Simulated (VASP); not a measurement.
Set up this calculation in VASP 6.6.1, as the native input.

```yaml
Task: relaxation of cell and atoms
Functional: RPBE
Dispersion: D3(BJ)
Potentials_or_basis: VASP PAW PBE potentials, release 64 (Ti_sv, Si)
Cutoff: 600 eV
k_mesh: 7 × 7 × 7
Occupations: fermi-dirac, width 0.05 eV
Spin: no spin polarisation
Dipole_correction: no
Further_INCAR_settings: ALGO = Normal; EDIFF = 1e-06; IBRION = 2; EDIFFG = -0.01; NSW = 60; ISIF = 3
```

The structure of TiSi2 lies in POSCAR:

```
TiSi2
1.0
    0.0000000000      4.1175163063      4.2628978354
    2.3895119538      0.0000000000      4.2628978354
    2.3895119538      4.1175163063      0.0000000000
Ti Si
2 4
Direct
    0.7500000000      0.7500000000      0.7500000000
    0.5000000000      0.5000000000      0.5000000000
    0.4125656100      0.0874343900      0.4125656100
    0.0874343900      0.4125656100      0.0874343900
    0.1625656100      0.8374343900      0.1625656100
    0.8374343900      0.1625656100      0.8374343900
```

The input as run:

INCAR

```
SYSTEM = TiSi2
PREC = Accurate
ENCUT = 600
EDIFF = 1E-6
ISMEAR = -1
SIGMA = 0.05
LREAL = .FALSE.
LASPH = .TRUE.
NELM = 100
ALGO = Normal
ISIF = 3
LWAVE = .FALSE.
LCHARG = .FALSE.
GGA = RP
IVDW = 12
IBRION = 2
NSW = 60
EDIFFG = -0.01
```

KPOINTS

```
Automatic mesh
0
G
  7 7 7
  0 0 0
```

Potentials or basis: VASP PAW PBE potentials, release 64 (Ti_sv, Si).

The run is started by

```console
$ cat potpaw_PBE.64/Ti_sv/POTCAR potpaw_PBE.64/Si/POTCAR > POTCAR
$ mpirun -np 1 vasp_std > vasp.out
```

Results of the run:

```yaml
Relaxed_volume: 11.58 Å³/atom
Relaxed_cell: a = 5.570 Å, b = 4.645 Å, c = 4.419 Å, α = 75.79°, β = 53.94°, γ = 50.27°
Space_group_after_relaxing_to_0.1_Å: Fddd (No. 70)
Energy_gained_by_relaxing: 269.6 meV/atom
Ionic_steps: 12
Pressure_after_relaxing: 0.0 GPa
Band_gap_on_the_k_mesh: zero (bands 20 and 21 overlap by 2.08 eV)
Dispersion_energy_per_atom: -3.329 eV
```

Caveat: the volume moved by over 15 % at a fixed basis, so the end points are rough; the dispersion term is far too large for a dense solid, which distorts pressure and volume; the PAW data sets were made with another functional, which shifts forces and pressure a little.

It took 32 min on 1 thread of Intel(R) Xeon(R) Platinum 8259CL CPU @ 2.50GHz (Skylake/Cascade Lake), on a shared host, peak memory 0.36 GiB.
